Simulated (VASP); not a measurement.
Here is a VASP 6.6.1 calculation.

INCAR

```
SYSTEM = SnO
PREC = Accurate
ENCUT = 520
EDIFF = 1E-7
ISMEAR = 0
SIGMA = 0.01
LREAL = .FALSE.
LASPH = .TRUE.
NELM = 100
ALGO = Normal
ISIF = 2
LWAVE = .FALSE.
LCHARG = .TRUE.
GGA = PS
LELF = .TRUE.
LVHAR = .TRUE.
NBANDS = 28
```

KPOINTS

```
regular mesh
0
G
  5 3 4
  0 0 0
```

File POSCAR:

```
SnO
1.0
    3.3254634657      0.0000000000      0.0000000000
    0.0000000000      5.7280366869      0.0000000000
    0.0000000000      0.0000000000      3.8570918984
Sn O
2 2
Direct
    0.0000000000      0.2333604982      0.5273199263
    0.5000000000      0.7666395018      0.0273199263
    0.0000000000      0.8851528581      0.7226810732
    0.5000000000      0.1148471419      0.2226810732
```

Potentials or basis: VASP PAW PBE potentials, release 64 (Sn_d, O).

Command:

```sh
$ cat potpaw_PBE.64/Sn_d/POTCAR potpaw_PBE.64/O/POTCAR > POTCAR
$ mpirun -np 1 vasp_std > vasp.out
```

(1) What does it give for the largest force?

(2) What does it give for the band gap on the k mesh?

(3) Predict the pressure.

Answers

(1) 0.086 eV/Å.

(2) 1.49 eV (least direct gap 2.17 eV).

(3) 0.2 GPa.

Caveat: the PAW data sets were made with another functional, which shifts forces and pressure a little; spin-orbit coupling is left out, which moves the levels of the heavy elements.
